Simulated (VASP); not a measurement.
A run of VASP 6.6.1:

INCAR

```
PREC = Accurate
ENCUT = 520
EDIFF = 1E-7
ISMEAR = -1
SIGMA = 0.1172
LREAL = Auto
LASPH = T
NELM = 60
ALGO = Normal
ISIF = 2
LWAVE = F
LCHARG = F
GGA = PE
NBANDS = 87
ISYM = 0
```

File KPOINTS:

```
regular mesh
0
Gamma
  1 1 1
```

File POSCAR:

```
TiO2
1.0
    5.9678230000     -0.0646880000     -0.1248110000
   -0.0646880000      6.0763150000     -0.0548890000
   -0.1248110000     -0.0548890000      5.9604060000
Ti O
6 12
Direct
    0.9269289519      0.0396914816      0.9163724007
    0.5027321074      0.7803873676      0.6674694944
    0.9944420060      0.5012257365      0.6487455856
    0.7530260125      0.5301183734      0.1944192387
    0.0869393055      0.0275310092      0.4313278544
    0.5059341674      0.0020067076      0.1541751175
    0.9344309878      0.8871209375      0.6560292113
    0.5293558519      0.3221942441      0.1760415906
    0.1080890063      0.2558489427      0.7414546911
    0.9455484682      0.2998441493      0.3531465802
    0.8033022361      0.8993880390      0.2284249538
    0.2470912671      0.6774312546      0.5411804552
    0.5953113000      0.0838813649      0.8726903105
    0.1749531669     -0.0087649551      0.1030079126
    0.6681458001      0.5749581466      0.5185518945
    0.4066159304      0.0297143962      0.4850673149
    0.4945642517      0.7237125877      0.9746448344
    0.9127858285      0.5107493953      0.9409339289
```

Potentials or basis: VASP PAW PBE potentials, release 64 (Ti_sv, O).

Run with:

```sh
$ cat potpaw_PBE.64/Ti_sv/POTCAR potpaw_PBE.64/O/POTCAR > POTCAR
$ mpirun -np 1 vasp_gam > vasp.out
```

Hardware: 1 thread of Intel(R) Xeon(R) Platinum 8488C (Sapphire Rapids), on a shared host.

**Question.** Estimate the wall time of this run.

**Answer.** It took 86 s on 1 thread of Intel(R) Xeon(R) Platinum 8488C (Sapphire Rapids), with other jobs on the host, peak memory 0.3 GiB. Counts: scf iterations 23, k points 1.
